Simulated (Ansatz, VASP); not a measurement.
Mo3Ru: VASP beside Ansatz

```
Mo Ru
1.0
     3.23711    0.00000    0.00000
    -1.61856    2.80342    0.00000
     0.00000    0.00000    7.42050
Mo Ru
3 1
Direct
  0.33333 0.66667 0.75000
  0.33333 0.66667 0.25000
  0.66667 0.33333 0.00000
  0.66667 0.33333 0.50000
```

Alike in both runs: task single point; functional PBE; k mesh 6 × 6 × 4; occupations gaussian, width 0.1 eV; no spin polarisation.

|  | VASP | Ansatz |
| --- | --- | --- |
| version | VASP 6.6.1 | Ansatz 0.2.0 |
| potentials or method | VASP PAW PBE potentials, release 64 (Mo_sv, Ru_pv), cutoff 520 eV | scalar-relativistic, plane waves, PAW |
| valence electrons in the cell | 56 | 58 |

VASP gave:

* gap on the k mesh at the Fermi level (eV): none
* pressure (GPa): -6.1
* traceless stress, the component that is largest in VASP (GPa): 12.38
* rms of the force components (eV/Å): 0.043

Q: Which values does Ansatz return?

A: gap on the k mesh at the Fermi level (eV): none; pressure (GPa): -6.5; traceless stress, the component that is largest in VASP (GPa): 12.28; rms of the force components (eV/Å): 0.051.

Atom by atom the forces differ by 0.008 eV/Å (rms over components). A gap of «none» marks a metal or a gap that the smearing closes. VASP's potentials hold 56 valence electrons a cell and Ansatz's 58, so a difference there can come from the potentials and not from the codes.

The k mesh is coarse, so the values compare programs but aren't converged.
